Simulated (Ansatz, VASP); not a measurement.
# Te2Mo: VASP beside Ansatz

The input INCAR:

```
ALGO = Normal
EDIFF = 1E-6
ENCUT = 520
GGA = PE
ISIF = 2
ISMEAR = 0
LASPH = True
LCHARG = False
LREAL = False
LWAVE = False
NBANDS = 35
NELM = 80
PREC = Accurate
SIGMA = 0.01
```

Contents of KPOINTS:

```
k-points
0
Gamma
  12 12 2
```

Contents of POSCAR:

```
Te2Mo
1.0
    3.5421312184      0.0000000000      0.0000000000
   -1.7710656092      3.0675756187      0.0000000000
    0.0000000000      0.0000000000     14.1762746771
Te Mo
4 2
Direct
    0.3333333333      0.6666666667      0.1233989677
    0.6666666667      0.3333333333      0.6234238173
    0.6666666667      0.3333333333      0.8766010323
    0.3333333333      0.6666666667      0.3765761827
    0.3333333333      0.6666666667      0.7500123839
    0.6666666667      0.3333333333      0.2499876161
```

Input for Ansatz:

```yaml
crystal:
  lattice:
    - [3.5421312184, 0.0, 0.0]
    - [-1.7710656092, 3.0675756187, 0.0]
    - [0.0, 0.0, 14.1762746771]
  atoms:
    - { symbol: Te, position: [0.3333333333, 0.6666666667, 0.1233989677] }
    - { symbol: Te, position: [0.6666666667, 0.3333333333, 0.6234238173] }
    - { symbol: Te, position: [0.6666666667, 0.3333333333, 0.8766010323] }
    - { symbol: Te, position: [0.3333333333, 0.6666666667, 0.3765761827] }
    - { symbol: Mo, position: [0.3333333333, 0.6666666667, 0.7500123839] }
    - { symbol: Mo, position: [0.6666666667, 0.3333333333, 0.2499876161] }
kpoints:
  mp_grid: { grid: [12, 12, 2] }
  band_path:
    path:
      - [0.0, 0.0, 0.0]
      - [0.5, 0.0, 0.0]
      - [0.3333333333, 0.3333333333, 0.0]
      - [0.0, 0.0, 0.5]
      - [0.5, 0.0, 0.5]
      - [0.3333333333, 0.3333333333, 0.5]
      - [0.195312, 0.197917, 0.0]
    npoints: 1
hamiltonian:
  xc: pbe
scf:
  occupations: { method: fixed }
  n_extra_bands: 5
output:
  forces: true
  stress: true
  eigenvalues: true
```

Alike in both runs: task single point; functional PBE; k mesh 12 × 12 × 2; no spin polarisation.

```csv
,VASP,Ansatz
version,VASP 6.6.1,Ansatz 0.2.0
potentials or method,"VASP PAW PBE potentials, release 64 (Te, Mo_sv)","plane waves, PAW"
plane-wave cutoff (eV),520,420
occupations,"gaussian, width 0.01 eV",fixed
valence electrons in the cell,52,92
```

Ansatz gave:

| Property | Result |
| --- | --- |
| gap on the k mesh at the Fermi level (eV) | 0.82 |
| pressure (GPa) | 1.9 |
| traceless stress, the component that is largest in VASP (GPa) | 0.83 |
| rms of the force components (eV/Å) | 0.094 |

What did VASP give for the same quantities?

gap on the k mesh at the Fermi level (eV): 0.82; pressure (GPa): 1.9; traceless stress, the component that is largest in VASP (GPa): 0.88; rms of the force components (eV/Å): 0.100.

Atom by atom the forces differ by 0.007 eV/Å (rms over components). VASP's potentials hold 52 valence electrons a cell and Ansatz's 92, so a difference there can come from the potentials and not from the codes.

Neither program's run includes spin-orbit coupling.
